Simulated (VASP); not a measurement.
Wanted: the native input for a VASP 6.6.1 run.

* Task: single point
* Functional: PBE
* Potentials or basis: VASP PAW PBE potentials, release 64 (Al, Cu)
* Cutoff: 520 eV
* k mesh: 14 × 14 × 14
* Occupations: gaussian, width 0.15 eV
* Spin: no spin polarisation
* Dipole correction: no
* Further INCAR settings: ALGO = Fast; EDIFF = 1e-07; NBANDS = 16

The structure of Al2Cu lies in POSCAR:

```
Al2Cu
1.0
   -2.0446004822      2.0446004822      3.0264298293
    2.0446004822     -2.0446004822      3.0264298293
    2.0446004822      2.0446004822     -3.0264298293
Al Cu
2 1
Direct
    0.7396244084      0.2396244084      0.5000000000
    0.2603755916      0.7603755916      0.5000000000
    0.5000000000      0.5000000000      0.0000000000
```

This cell differs from its parent crystal: atoms displaced along a vibrational mode, the cell strained.

The input as run:

INCAR

```
ALGO = Fast ; EDIFF = 1E-7
ENCUT = 520 ; GGA = PE
ISIF = 2 ; ISMEAR = 0
LASPH = T ; LCHARG = F
LREAL = F ; LWAVE = F
NBANDS = 16 ; NELM = 100
PREC = Accurate ; SIGMA = 0.15
```

KPOINTS

```
k-points
0
Gamma
  14 14 14
```

Potentials or basis: VASP PAW PBE potentials, release 64 (Al, Cu).

The run is started by

```console
$ cat potpaw_PBE.64/Al/POTCAR potpaw_PBE.64/Cu/POTCAR > POTCAR
$ mpirun -np 1 vasp_std > vasp.out
```

Results of the run:

| Property | Result |
| --- | --- |
| Pressure | -3.6 GPa |
| Largest force | 0.300 eV/Å |
| Band gap on the k mesh | zero (an odd number of electrons rules out a gap without spin polarisation) |

Caveat: the cell differs from its parent crystal (atoms displaced along a vibrational mode, the cell strained); the cell stands under tension.

Wall time 2.5 min on 1 thread of Intel(R) Xeon(R) 6975P-C (Granite Rapids), on a shared host, peak memory 0.44 GiB.
